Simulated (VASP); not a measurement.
Write the native input for VASP 6.6.1 that does the following.

* Task: relaxation of cell and atoms
* Functional: PBE
* Potentials or basis: VASP PAW PBE potentials, release 64 (Ta_pv, C)
* Cutoff: 600 eV
* k mesh: 13 × 13 × 13
* Occupations: fermi-dirac, width 0.05 eV
* Spin: no spin polarisation
* Dipole correction: no
* Further INCAR settings: ALGO = Normal; EDIFF = 1e-07; IBRION = 2; EDIFFG = -0.005; NSW = 100; ISIF = 3

The structure of TaC lies in POSCAR:

```
TaC
1.0
    0.0000000000      2.1776199197      2.1776199197
    2.1776199197      0.0000000000      2.1776199197
    2.1776199197      2.1776199197      0.0000000000
Ta C
1 1
Direct
    0.0000000000      0.0000000000      0.0000000000
    0.5000000000      0.5000000000      0.5000000000
```

These files were run (other wordings do the same):

INCAR

```
SYSTEM = TaC
PREC     = Accurate       ! precision mode
ENCUT    = 600            ! plane-wave cutoff, eV
EDIFF    = 1E-7           ! SCF threshold, eV
ISMEAR   = -1             ! smearing method
SIGMA    = 0.05           ! smearing width, eV
LREAL    = .False.        ! projectors in reciprocal space
LASPH    = .True.         ! aspherical terms in the spheres
NELM     = 120            ! most SCF steps
ALGO     = Normal         ! electronic algorithm
ISIF     = 3              ! what is computed and relaxed
LWAVE    = .False.        ! write WAVECAR
LCHARG   = .False.        ! write CHGCAR
GGA      = PE             ! functional
IBRION   = 2              ! ionic algorithm
NSW      = 100            ! ionic steps
EDIFFG   = -0.005         ! ionic threshold
GGA_COMPAT= .False.      
NELMIN   = 4
```

KPOINTS

```
regular mesh
0
Gamma
  13 13 13
  0 0 0
```

Potentials or basis: VASP PAW PBE potentials, release 64 (Ta_pv, C).

The run is started by

```bash
$ cat potpaw_PBE.64/Ta_pv/POTCAR potpaw_PBE.64/C/POTCAR > POTCAR
$ mpirun -np 1 vasp_std > vasp.out
```

Results of the run:

The relaxed volume is 11.23 Å³/atom, the relaxed cell is a = 3.167 Å, b = 3.167 Å, c = 3.167 Å, α = 60.00°, β = 60.00°, γ = 60.00° and the space group after relaxing (to 0.1 Å) is Fm-3m (No. 225). The energy gained by relaxing is 84.4 meV/atom, the ionic steps are 17 and the pressure after relaxing is 0.0 GPa. The band gap on the k mesh is zero (an odd number of electrons rules out a gap without spin polarisation).

Caveat: spin-orbit coupling is left out, which moves the levels of the heavy elements.

Wall time 5.3 min on 1 thread of AMD EPYC 7R43 64-Core Processor (Zen 3), with other jobs on the host, peak memory 0.15 GiB.
